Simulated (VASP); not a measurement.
# LiFeN (P-6m2) in VASP: single point with PBE

Aim: the single point of LiFeN with PBE.

All numbers are computed with VASP 6.6.1; they aren't measurements. Logs are shortened: lines on timing, memory, paths and dates and some standing lists are left out, and cuts for length are marked.

## Step 1: The cell of the first run

It takes space group P-6m2 (No. 187, hexagonal). Conventional cell: a = 3.101 Å, b = 3.101 Å, c = 4.145 Å, α = 90.00°, β = 90.00°, γ = 120.00°. Fe (site symmetry -6m2) has 3 N at 1.79 Å within 2.4 Å. Within 2.4 Å of N (site symmetry -6m2) lie 3 Fe at 1.79 Å and 2 Li at 2.07 Å. Within 2.8 Å of Li (site symmetry -6m2) lie 2 N at 2.07 Å and 6 Fe at 2.74 Å.

## Step 2: Single point, PBE, collinear spin, ferromagnetic start

INCAR reads:

```
PREC = Accurate
ENCUT = 880
EDIFF = 1E-6
ISMEAR = -1
SIGMA = 0.05
LREAL = F
LASPH = T
NELM = 200
ALGO = Normal
ISIF = 2
LWAVE = F
LCHARG = T
ISPIN = 2
MAGMOM = 0.55 0 0
LORBIT = 11
LMAXMIX = 4
GGA = PE
LELF = T
LVHAR = T
NBANDS = 23
GGA_COMPAT = F
```

KPOINTS reads:

```
regular mesh
0
Gamma
  10 10 7
```

POSCAR reads:

```
LiFeN
1.0
    3.1006003459      0.0000000000      0.0000000000
   -1.5503001729      2.6851986665      0.0000000000
    0.0000000000      0.0000000000      4.1453390000
Fe N Li
1 1 1
Direct
    0.3333333333      0.6666666667      0.5000000000
    0.0000000000      0.0000000000      0.5000000000
    0.0000000000      0.0000000000      0.0000000000
```

Potentials or basis: VASP PAW PBE potentials, release 64 (Fe_sv, N, Li_sv).

Command:

```bash
cat potpaw_PBE.64/Fe_sv/POTCAR potpaw_PBE.64/N/POTCAR potpaw_PBE.64/Li_sv/POTCAR > POTCAR
mpirun -np 1 vasp_std > vasp.out
```

OUTCAR:

```text
PREC = Accurate
   ENCUT = 880
   EDIFF = 1E-6
   ISMEAR = -1
   LREAL = F
   LASPH = T
   NELM = 200
   ISIF = 2
   ISPIN = 2
   LORBIT = 11
   GGA = PE

 ion  position               nearest neighbor table
   1  0.333  0.667  0.500-   2 1.79   2 1.79   2 1.79
   2  0.000  0.000  0.500-   1 1.79   1 1.79   1 1.79   3 2.07   3 2.07
   3  0.000  0.000  0.000-   2 2.07   2 2.07

  LATTYP: Found a hexagonal cell.
 ALAT       =     3.1006003459
 C/A-ratio  =     1.3369472159

  Lattice vectors:

 A1 = (   3.1006003459,   0.0000000000,   0.0000000000)
 A2 = (  -1.5503001729,   2.6851986665,   0.0000000000)
 A3 = (   0.0000000000,   0.0000000000,   4.1453390000)

Analysis of symmetry for initial positions (statically):
=====================================================================
 Subroutine PRICEL returns:
 Original cell was already a primitive cell.

 Routine SETGRP: Setting up the symmetry group for a
 hexagonal supercell.

 Subroutine GETGRP returns: Found 12 space group operations
 (whereof 12 operations were pure point group operations)
 out of a pool of 24 trial point group operations.

The static configuration has the point symmetry D_3h.

Analysis of symmetry for dynamics (positions and initial velocities):
=====================================================================
 Subroutine PRICEL returns:
 Original cell was already a primitive cell.

 Routine SETGRP: Setting up the symmetry group for a
 hexagonal supercell.

 Subroutine GETGRP returns: Found 12 space group operations
 (whereof 12 operations were pure point group operations)
 out of a pool of 24 trial point group operations.

The dynamic configuration has the point symmetry D_3h.

Analysis of structural, dynamic, and magnetic symmetry:
=====================================================================
 Subroutine PRICEL returns:
 Original cell was already a primitive cell.

 Routine SETGRP: Setting up the symmetry group for a
 hexagonal supercell.

 Subroutine GETGRP returns: Found 12 space group operations
 (whereof 12 operations were pure point group operations)
 out of a pool of 24 trial point group operations.

The overall configuration has the point symmetry D_3h.

 Subroutine INISYM returns: Found 12 space group operations
 (whereof 12 operations are pure point group operations),
 and found     1 'primitive' translations

----------------------------------------------------------------------------------------

                                     Primitive cell

  volume of cell :      34.5130

  direct lattice vectors                    reciprocal lattice vectors
     3.100600346  0.000000000  0.000000000     0.322518186  0.186205962  0.000000000
    -1.550300173  2.685198666  0.000000000     0.000000000  0.372411923  0.000000000
     0.000000000  0.000000000  4.145339000     0.000000000  0.000000000  0.241234794

  length of vectors
     3.100600346  3.100600346  4.145339000     0.372411923  0.372411923  0.241234794

  position of ions in fractional coordinates (direct lattice)
     0.333333333  0.666666667  0.500000000
     0.000000000  0.000000000  0.500000000
     0.000000000  0.000000000  0.000000000

  ion indices of the primitive-cell ions
   primitive index   ion index
                 1           1
                 2           2
                 3           3

----------------------------------------------------------------------------------------

 KPOINTS: regular mesh

Automatic generation of k-mesh.
 Grid dimensions read from file:
 generate k-points for:   10   10    7

 Generating k-lattice:

  Cartesian coordinates                     Fractional coordinates (reciprocal lattice)
     0.032251819  0.018620596  0.000000000     0.100000000  0.000000000  0.000000000
     0.000000000  0.037241192  0.000000000     0.000000000  0.100000000  0.000000000
     0.000000000  0.000000000  0.034462113     0.000000000  0.000000000  0.142857143

  Length of vectors
     0.037241192  0.037241192  0.034462113

  Shift w.r.t. Gamma in fractional coordinates (k-lattice)
     0.000000000  0.000000000  0.000000000

 Subroutine IBZKPT returns following result:
 ===========================================

 Found     56 irreducible k-points:

 Following reciprocal coordinates:
            Coordinates               Weight
  0.000000  0.000000  0.000000      1.000000
  0.100000  0.000000  0.000000      6.000000
  0.200000  0.000000  0.000000      6.000000
  0.300000  0.000000  0.000000      6.000000
  0.400000  0.000000  0.000000      6.000000
  0.500000  0.000000  0.000000      3.000000
[... 16 lines left out ...]
  0.300000  0.100000  0.142857     24.000000
  0.400000  0.100000  0.142857     24.000000
 [... further k-points ...]
   k-points           NKPTS =     56   k-points in BZ     NKDIM =     56   number of bands    NBANDS=     23
   number of dos      NEDOS =    301   number of ions     NIONS =      3
   total plane-waves  NPLWV =  36000
   dimension x,y,z NGX =    30 NGY =   30 NGZ =   40
   dimension x,y,z NGXF=    60 NGYF=   60 NGZF=   80
   ions per type =               1   1   1
   NGX,Y,Z   is equivalent  to a cutoff of  16.09, 16.09, 16.04 a.u.
   NGXF,Y,Z  is equivalent  to a cutoff of  32.17, 32.17, 32.08 a.u.
 SYSTEM =  unknown system
   PREC   = accura    normal or accurate (medium, high low for compatibility)
   ISTART =      0    job   : 0-new  1-cont  2-samecut
   ICHARG =      2    charge: 1-file 2-atom 10-const
   ISPIN  =      2    spin polarized calculation?
   LNONCOLLINEAR =      F non collinear calculations
   LSORBIT =      F    spin-orbit coupling
   LASPH  =      T    aspherical Exc in radial PAW
   ENCUT  =  880.0 eV  64.68 Ry    8.04 a.u.   7.50  7.50 10.03*2*pi/ulx,y,z
   NELM   =    200;   NELMIN=  2; NELMDL= -5     # of ELM steps
   EDIFF  = 0.1E-05   stopping-criterion for ELM
   LREAL  =      F    real-space projection
   EDIFFG = 0.1E-04   stopping-criterion for IOM
   NSW    =      0    number of steps for IOM
   IBRION =     -1    ionic relax: 0-MD 1-quasi-New 2-CG
   NFREE  =      0    steps in history (QN), initial steepest desc. (CG)
   ISIF   =      2    stress and relaxation
   ISYM   =      2    0-nonsym 1-usesym 2-fastsym
   POTIM  = 0.5000    time-step for ionic-motion
   TEBEG  =    0.0;   TEEND  =   0.0 temperature during run
   PSTRESS=    0.0 pullay stress
   NELECT =      24.0000    total number of electrons
   NUPDOWN=      -1.0000    fix difference up-down
   EMIN   =  10.00;   EMAX   =-10.00  energy-range for DOS
   EFERMI =   0.00;   METHOD = LEGACY
   ISMEAR =    -1;   SIGMA  =   0.05  broadening in eV -4-tet -1-fermi 0-gaus
   EFERMI_NEDOS =   21; number of points for ismear=-14 and -15
   IALGO  =     38    algorithm
   IMIX   =      4    mixing-type and parameters
     AMIX     =   0.40;   BMIX     =  1.00
     AMIX_MAG =   1.60;   BMIX_MAG =  1.00
  volume/ion in A,a.u.               =      11.50        77.63
  Fermi-wavevector in a.u.,A,eV,Ry     =   1.450389  2.740838 28.621599  2.103628
  Thomas-Fermi vector in A             =   2.568007
   LORBIT       =     11    0 simple, 1 ext, 2 COOP (PROOUT), +10 PAW based schemes
   GGA     = PE    functional components
   LHFCALC =     F    Hartree Fock is set to
   AEXX    =    0.0000 exact exchange contribution
   IVDW    =     0    specifies the selected vdW correction
   LEPSILON=     F    determine dielectric tensor
   LRPA    =     F    only Hartree local field effects (RPA)
 spin polarized calculation
  energy-cutoff  :      880.00
  volume of cell :       34.51
 maximum number of plane-waves:      2065
 NGX is ok and might be reduce to    30
   NGX = 15   NGY = 15   NGZ = 21

 number of electron      23.9999991 magnetization       0.1078387

 Free energy of the ion-electron system (eV)
  ---------------------------------------------------
  ext. energy  EPLUGINS =         0.00000000
  ---------------------------------------------------
  free energy    TOTEN  =       -19.13835944 eV

  energy without entropy =      -19.12138789  energy(sigma->0) =      -19.12987366

 E-fermi :   5.8862     XC(G=0): -10.4411

 val. band max:        5.8784288362   @ k =   0.4000   0.0000   0.4286
 cond. band min:       5.8976368318   @ k =   0.2000   0.1000   0.1429
 fundamental gap:      0.0192079956
 Fermi energy:         5.8861521533

 spin component 1

 k-point     1 :       0.0000    0.0000    0.0000
  band No.  band energies     occupation
      1     -81.4727      1.00000
      2     -47.8971      1.00000
      3     -47.8971      1.00000
      4     -46.8611      1.00000
      5     -39.8829      1.00000
      6     -10.4284      1.00000
[... 15 lines left out ...]
     22      23.6321      0.00000
     23      25.4347      0.00000
[... 575 lines left out ...]
      1     -81.4687      1.00000
      2     -47.9459      1.00000
      3     -47.9131      1.00000
      4     -46.8559      1.00000
      5     -39.8717      1.00000
      6      -9.3750      1.00000
[... 15 lines left out ...]
     22      22.3344      0.00000
     23      24.3756      0.00000

 [... further k-points ...]

 spin component 2

 k-point     1 :       0.0000    0.0000    0.0000
  band No.  band energies     occupation
      1     -81.3407      1.00000
      2     -47.7518      1.00000
      3     -47.7518      1.00000
      4     -46.7676      1.00000
      5     -39.8841      1.00000
      6     -10.4279      1.00000
[... 15 lines left out ...]
     22      23.6190      0.00000
     23      25.4378      0.00000
[... 575 lines left out ...]
      1     -81.3367      1.00000
      2     -47.8012      1.00000
      3     -47.7680      1.00000
      4     -46.7624      1.00000
      5     -39.8729      1.00000
      6      -9.3738      1.00000
[... 15 lines left out ...]
     22      22.3440      0.00000
     23      24.3707      0.00000

 [... further k-points ...]

------------------------ aborting loop because EDIFF is reached ----------------------------------------

  FORCE on cell =-STRESS in cart. coord.  units (eV):
  Direction    XX          YY          ZZ          XY          YZ          ZX
  --------------------------------------------------------------------------------------
  -------------------------------------------------------------------------------------
  Total       -0.3875348     -0.3875348     -0.1669949     -0.0000000     -0.0000000     -0.0000000
  in kB      -17.9903261    -17.9903261     -7.7523175     -0.0000000     -0.0000000     -0.0000000
  external PRESSURE =     -14.5776566 kB  Pullay stress =       0.0000000 kB

 VOLUME and BASIS-vectors are now :
 -----------------------------------------------------------------------------
  energy-cutoff  :      880.00
  volume of cell :       34.51
      direct lattice vectors                 reciprocal lattice vectors
     3.100600346  0.000000000  0.000000000     0.322518186  0.186205962  0.000000000
    -1.550300173  2.685198666  0.000000000     0.000000000  0.372411923  0.000000000
     0.000000000  0.000000000  4.145339000     0.000000000  0.000000000  0.241234794

 POSITION                                       TOTAL-FORCE (eV/Angst)
 -----------------------------------------------------------------------------------
     -0.00000      1.79013      2.07267         0.000000      0.000000      0.000000
      0.00000      0.00000      2.07267        -0.000000      0.000000      0.000000
      0.00000      0.00000      0.00000         0.000000      0.000000      0.000000
 -----------------------------------------------------------------------------------
    total drift:                                0.000001     -0.000000     -0.000000

  FREE ENERGIE OF THE ION-ELECTRON SYSTEM (eV)
  ---------------------------------------------------
  free  energy   TOTEN  =       -19.1383594360 eV

  energy  without entropy=      -19.1213878898  energy(sigma->0) =      -19.12987366

 total charge

# of ion       s       p       d       tot
------------------------------------------
    1        2.201   6.043   5.617  13.861
    2        1.267   2.420   0.000   3.687
    3        2.028   0.066   0.000   2.094
--------------------------------------------------
tot          5.496   8.529   5.617  19.642

 magnetization (x)

# of ion       s       p       d       tot
------------------------------------------
    1        0.001   0.001   0.108   0.109
    2        0.001  -0.004   0.000  -0.004
    3       -0.000  -0.000   0.000  -0.000
--------------------------------------------------
tot          0.001  -0.004   0.108   0.105
```

Run time: 2.9 min. Hardware: 1 thread of Intel Xeon Platinum 8488C (Sapphire Rapids), shared host; peak memory 0.31 GiB.

Results:

| Quantity | Value |
| --- | --- |
| Free energy | -19.1384 eV |
| Pressure | -1.5 GPa |
| Net moment | 0.11 μB per cell |
| Site moments | Fe +0.11; N -0.00; Li -0.00 μB |
| Valence electrons inside the program's atomic spheres | Fe 13.86; N 3.69; Li 2.09 |

With open d or f shells a metallic result of PBE can be an artefact of self-interaction; +U or a hybrid may open a gap.
